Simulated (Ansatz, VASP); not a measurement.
# TiO2 in VASP and in Ansatz

```
Ti O
1.0
     5.15700    0.00000    0.00000
     0.00000    9.19100    0.00000
     0.00000    0.00000    5.46300
Ti O
8 16
Direct
  0.13888 0.12897 0.90542
  0.63888 0.37103 0.09458
  0.86112 0.62897 0.59458
  0.36112 0.87103 0.40542
  0.86112 0.87103 0.09458
  0.36112 0.62897 0.90542
  0.13888 0.37103 0.40542
  0.63888 0.12897 0.59458
  0.81612 0.00967 0.85097
  0.31612 0.49033 0.14903
  0.18388 0.50967 0.64903
  0.68388 0.99033 0.35097
  0.18388 0.99033 0.14903
  0.68388 0.50967 0.85097
  0.81612 0.49033 0.35097
  0.31612 0.00967 0.64903
  0.46428 0.22993 0.89150
  0.96428 0.27007 0.10850
  0.53572 0.72993 0.60850
  0.03572 0.77007 0.39150
  0.53572 0.77007 0.10850
  0.03572 0.72993 0.89150
  0.46428 0.27007 0.39150
  0.96428 0.22993 0.60850
```

Alike in both runs: functional PBE; k mesh 4 × 3 × 4; occupations fermi-dirac, width 0.02 eV; no spin polarisation.

Ansatz relaxed the structure, and its values are those at the end. VASP's run is a single point on that final structure, the one shown.

```csv
,VASP,Ansatz
version,VASP 6.6.1,Ansatz 0.2.0
potentials or method,"VASP PAW PBE potentials, release 64 (Ti_sv, O)","plane-wave PAW, scalar-relativistic"
plane-wave cutoff (eV),520,420
valence electrons in the cell,192,192
```

VASP gave:

* gap on the k mesh at the Fermi level (eV): 2.34
* pressure (GPa): 4.1
* rms of the force components (eV/Å): 0.022

Question: Which values does Ansatz return?

Answer: gap on the k mesh at the Fermi level (eV): 2.37; pressure (GPa): 3.4; rms of the force components (eV/Å): 0.001.

The functional is the same, so the differences come from potentials, cutoffs and numerics. Ansatz's warnings: stress scf threshold loose.
